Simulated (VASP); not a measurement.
# W (Fm-3m) in VASP: a series of runs, part 2 of 2

VASP 6.6.1. Earlier steps stand in the parts before.

## 3. Electric field gradients, LDA (volume scaled by 1.05)

INCAR

```
PREC = Accurate
ENCUT = 520
EDIFF = 1E-8
ISMEAR = -1
SIGMA = 0.05
LREAL = False
LASPH = True
NELM = 80
ALGO = Normal
ISIF = 2
LWAVE = False
LCHARG = False
GGA = CA
LEFG = True
NBANDS = 13
```

KPOINTS

```
regular mesh
0
Gamma
  14 14 14
```

POSCAR

```
W
1.0
    0.0000000000      2.0632846043      2.0632846043
    2.0632846043      0.0000000000      2.0632846043
    2.0632846043      2.0632846043      0.0000000000
W
1
Direct
    0.0000000000      0.0000000000      0.0000000000
```

Potentials or basis: VASP PAW LDA potentials, release 64 (W_sv).

Run with:

```bash
cat potpaw_LDA.64/W_sv/POTCAR > POTCAR
mpirun -np 1 vasp_std > vasp.out
```

OUTCAR:

```text
PREC = Accurate
   ENCUT = 520
   EDIFF = 1E-8
   ISMEAR = -1
   LREAL = False
   LASPH = True
   NELM = 80
   ISIF = 2
   GGA = CA

 ion  position               nearest neighbor table
   1  0.000  0.000  0.000-

  LATTYP: Found a face centered cubic cell.
 ALAT       =     4.1265692086

  Lattice vectors:

 A1 = (   0.0000000000,   2.0632846043,   2.0632846043)
 A2 = (   2.0632846043,   0.0000000000,   2.0632846043)
 A3 = (   2.0632846043,   2.0632846043,   0.0000000000)

Analysis of symmetry for initial positions (statically):
=====================================================================
 Subroutine PRICEL returns:
 Original cell was already a primitive cell.

 Routine SETGRP: Setting up the symmetry group for a
 face centered cubic supercell.
[... 565 lines left out ...]
  in kB     -270.4689947   -270.4689947   -270.4689947     -0.0000000      0.0000000     -0.0000000
  external PRESSURE =    -270.4689947 kB  Pullay stress =       0.0000000 kB

 VOLUME and BASIS-vectors are now :
 -----------------------------------------------------------------------------
  energy-cutoff  :      520.00
  volume of cell :       17.57
      direct lattice vectors                 reciprocal lattice vectors
     0.000000000  2.063284604  2.063284604    -0.242332056  0.242332056  0.242332056
     2.063284604  0.000000000  2.063284604     0.242332056 -0.242332056  0.242332056
     2.063284604  2.063284604  0.000000000     0.242332056  0.242332056 -0.242332056

 POSITION                                       TOTAL-FORCE (eV/Angst)
 -----------------------------------------------------------------------------------
      0.00000      0.00000      0.00000         0.000000     -0.000000     -0.000000
 -----------------------------------------------------------------------------------
    total drift:                                0.000000     -0.000000     -0.000000

  FREE ENERGIE OF THE ION-ELECTRON SYSTEM (eV)
  ---------------------------------------------------
  free  energy   TOTEN  =       -13.4518259451 eV

  energy  without entropy=      -13.4406448663  energy(sigma->0) =      -13.44623541

 Electric field gradients (V/A^2)
---------------------------------------------------------------------
 ion       V_xx      V_yy      V_zz      V_xy      V_xz      V_yz
---------------------------------------------------------------------
   1       0.000    -0.000    -0.000    -0.000    -0.000    -0.000
---------------------------------------------------------------------

 Electric field gradients after diagonalization (V/A^2)
 (convention: |V_zz| > |V_xx| > |V_yy|)
----------------------------------------------------------------------
 ion       V_xx      V_yy      V_zz     asymmetry (V_yy - V_xx)/ V_zz
----------------------------------------------------------------------
   1       0.000     0.000    -0.001       0.000
----------------------------------------------------------------------

           NMR quadrupolar parameters

 Cq : quadrupolar parameter    Cq=e*Q*V_zz/h
 eta: asymmetry parameters     (V_yy - V_xx)/ V_zz
 Q  : nuclear electric quadrupole moment in mb (millibarn)
----------------------------------------------------------------------
 ion       Cq(MHz)       eta       Q (mb)
----------------------------------------------------------------------
   1      -0.000       0.000       1.000
----------------------------------------------------------------------
```

stdout:

```text
POSCAR found type information on POSCAR W
 POSCAR found :  1 types and       1 ions
 scaLAPACK will be used
 LDA part: xc-table for (Slater(with rela. corr.)+CA(PZ))
 , standard interpolation
 POSCAR, INCAR and KPOINTS ok, starting setup
 FFT: planning ... GRIDC
 FFT: planning ... GRID_SOFT
 FFT: planning ... GRID
 WAVECAR not read
 entering main loop
ion   1
```

Wall time 15 s (1 thread of Intel Xeon Platinum 8488C (Sapphire Rapids), shared host); peak memory 0.14 GiB.

What came out:

```yaml
Free_energy: -13.4518 eV
Pressure: -27.0 GPa
Band_gap_on_the_k_mesh: zero (band 7 reaches 12.28 eV, above the bottom of band 8 at 8.92 eV)
```

Caveat: without QUAD_EFG the Cq values of the log hold for a quadrupole moment of 1 mb, not for the nuclei; spin-orbit coupling is left out, which moves the levels of the heavy elements.

## 4. Electric field gradients, LDA (volume scaled by 0.96)

INCAR

```
PREC     = Accurate       # precision mode
ENCUT    = 520            # plane-wave cutoff, eV
EDIFF    = 1E-8           # SCF threshold, eV
ISMEAR   = -1             # smearing method
SIGMA    = 0.05           # smearing width, eV
LREAL    = F              # projectors in reciprocal space
LASPH    = T              # aspherical terms in the spheres
NELM     = 100            # most SCF steps
ALGO     = Normal         # electronic algorithm
ISIF     = 2              # what is computed and relaxed
LWAVE    = F              # write WAVECAR
LCHARG   = F              # write CHGCAR
LEFG     = T            
NBANDS   = 13             # bands
```

KPOINTS

```
Automatic mesh
0
Gamma
  14 14 14
```

POSCAR

```
W
1.0
    0.0000000000      2.0025642044      2.0025642044
    2.0025642044      0.0000000000      2.0025642044
    2.0025642044      2.0025642044      0.0000000000
W
1
Direct
    0.0000000000      0.0000000000      0.0000000000
```

Potentials or basis: VASP PAW LDA potentials, release 64 (W_sv).

Run with:

```bash
cat potpaw_LDA.64/W_sv/POTCAR > POTCAR
mpirun -np 1 vasp_std > vasp.out
```

OUTCAR:

```text
PREC = Accurate
   ENCUT = 520
   EDIFF = 1E-8
   ISMEAR = -1
   LREAL = F
   LASPH = T
   NELM = 100
   ISIF = 2

 ion  position               nearest neighbor table
   1  0.000  0.000  0.000-

  LATTYP: Found a face centered cubic cell.
 ALAT       =     4.0051284088

  Lattice vectors:

 A1 = (   0.0000000000,   2.0025642044,   2.0025642044)
 A2 = (   2.0025642044,   0.0000000000,   2.0025642044)
 A3 = (   2.0025642044,   2.0025642044,   0.0000000000)

Analysis of symmetry for initial positions (statically):
[... 587 lines left out ...]
    total drift:                               -0.000000      0.000000      0.000000

  FREE ENERGIE OF THE ION-ELECTRON SYSTEM (eV)
  ---------------------------------------------------
  free  energy   TOTEN  =       -13.6118766987 eV

  energy  without entropy=      -13.6017854663  energy(sigma->0) =      -13.60683108

 Electric field gradients (V/A^2)
---------------------------------------------------------------------
 ion       V_xx      V_yy      V_zz      V_xy      V_xz      V_yz
---------------------------------------------------------------------
   1      -0.000     0.000     0.000    -0.000    -0.000    -0.000
---------------------------------------------------------------------

 Electric field gradients after diagonalization (V/A^2)
 (convention: |V_zz| > |V_xx| > |V_yy|)
----------------------------------------------------------------------
 ion       V_xx      V_yy      V_zz     asymmetry (V_yy - V_xx)/ V_zz
----------------------------------------------------------------------
   1       0.000     0.000    -0.000       0.000
----------------------------------------------------------------------

           NMR quadrupolar parameters

 Cq : quadrupolar parameter    Cq=e*Q*V_zz/h
 eta: asymmetry parameters     (V_yy - V_xx)/ V_zz
 Q  : nuclear electric quadrupole moment in mb (millibarn)
----------------------------------------------------------------------
 ion       Cq(MHz)       eta       Q (mb)
----------------------------------------------------------------------
   1      -0.000       0.000       1.000
----------------------------------------------------------------------
```

OSZICAR:

```text
N       E                     dE             d eps       ncg     rms          rms(c)
DAV:   1     0.825590382413E+02    0.82559E+02   -0.75572E+03  2704   0.122E+03
DAV:   2    -0.125572311669E+02   -0.95116E+02   -0.91646E+02  3029   0.315E+02
DAV:   3    -0.142628093406E+02   -0.17056E+01   -0.16976E+01  2989   0.400E+01
DAV:   4    -0.142699521019E+02   -0.71428E-02   -0.71426E-02  3029   0.290E+00
DAV:   5    -0.142700126376E+02   -0.60536E-04   -0.60534E-04  3009   0.251E-01    0.199E+01
DAV:   6    -0.137454640942E+02    0.52455E+00   -0.42871E-01  2894   0.836E+00    0.776E+00
DAV:   7    -0.136173289657E+02    0.12814E+00   -0.18977E-01  3014   0.517E+00    0.442E-01
DAV:   8    -0.136118742731E+02    0.54547E-02   -0.41592E-03  2734   0.865E-01    0.739E-02
DAV:   9    -0.136118723406E+02    0.19325E-05   -0.54896E-05  3337   0.835E-02    0.448E-02
DAV:  10    -0.136118767158E+02   -0.43752E-05   -0.37974E-06  2859   0.256E-02    0.985E-03
DAV:  11    -0.136118767021E+02    0.13726E-07   -0.10213E-07  2964   0.331E-03    0.303E-04
DAV:  12    -0.136118766987E+02    0.33272E-08   -0.27724E-09  1852   0.588E-04
   1 F= -.13611877E+02 E0= -.13606831E+02  d E =-.100912E-01
```

stdout:

```text
POSCAR found type information on POSCAR W
 POSCAR found :  1 types and       1 ions
 scaLAPACK will be used
 LDA part: xc-table for (Slater(with rela. corr.)+CA(PZ))
 , standard interpolation
 POSCAR, INCAR and KPOINTS ok, starting setup
 FFT: planning ... GRIDC
 FFT: planning ... GRID_SOFT
 FFT: planning ... GRID
 WAVECAR not read
 entering main loop
ion   1
```

Wall time 12 s (1 thread of Intel Xeon Platinum 8259CL at 2.50GHz (Skylake/Cascade Lake), shared host); peak memory 0.14 GiB.

What came out:

- Free energy: -13.6119 eV
- Pressure: -5.4 GPa
- Band gap on the k mesh: zero (band 7 reaches 13.97 eV, above the bottom of band 8 at 10.04 eV)

Caveat: without QUAD_EFG the Cq values of the log hold for a quadrupole moment of 1 mb, not for the nuclei; spin-orbit coupling is left out, which moves the levels of the heavy elements.
